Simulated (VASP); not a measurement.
Set up this calculation in VASP 6.6.1, as the native input.

- Task: single point
- Functional: PBE
- Dispersion: D3(BJ)
- Potentials or basis: VASP PAW PBE potentials, release 64 (Cu, I)
- Cutoff: 520 eV
- k mesh: 8 × 8 × 6
- Occupations: gaussian, width 0.02 eV
- Spin: no spin polarisation
- Dipole correction: no
- Further INCAR settings: ALGO = Normal; EDIFF = 1e-07; NBANDS = 26

The structure of CuI lies in POSCAR:

```
CuI
1.0
    4.0697901933      0.0000000000      0.0000000000
    0.0000000000      4.0697901933      0.0000000000
    0.0000000000      0.0000000000      6.6825821275
Cu I
2 2
Direct
    0.5000000000      0.5000000000      0.0000000000
    0.0000000000      0.0000000000      0.0000000000
    0.5000000000      0.0000000000      0.2567791121
    0.0000000000      0.5000000000      0.7432208879
```

One way to write it, as run:

INCAR

```
PREC = Accurate ; ENCUT = 520
EDIFF = 1E-7 ; ISMEAR = 0
SIGMA = 0.02 ; LREAL = False
LASPH = True ; NELM = 80
ALGO = Normal ; ISIF = 2
LWAVE = False ; LCHARG = False
GGA = PE ; IVDW = 12
NBANDS = 26
```

KPOINTS

```
Automatic mesh
0
Gamma
  8 8 6
```

Potentials or basis: VASP PAW PBE potentials, release 64 (Cu, I).

Run with:

```bash
$ cat potpaw_PBE.64/Cu/POTCAR potpaw_PBE.64/I/POTCAR > POTCAR
$ mpirun -np 1 vasp_std > vasp.out
```

Results of the run:

The pressure is -1.2 GPa and the largest force is 0.007 eV/Å. The band gap on the k mesh is 1.60 eV and the dispersion energy per atom is -0.346 eV.

Caveat: spin-orbit coupling is left out, which moves the levels of the heavy elements.

It took 2.9 min on 1 thread of Intel Xeon 6975P-C (shared host), peak memory 0.31 GiB.
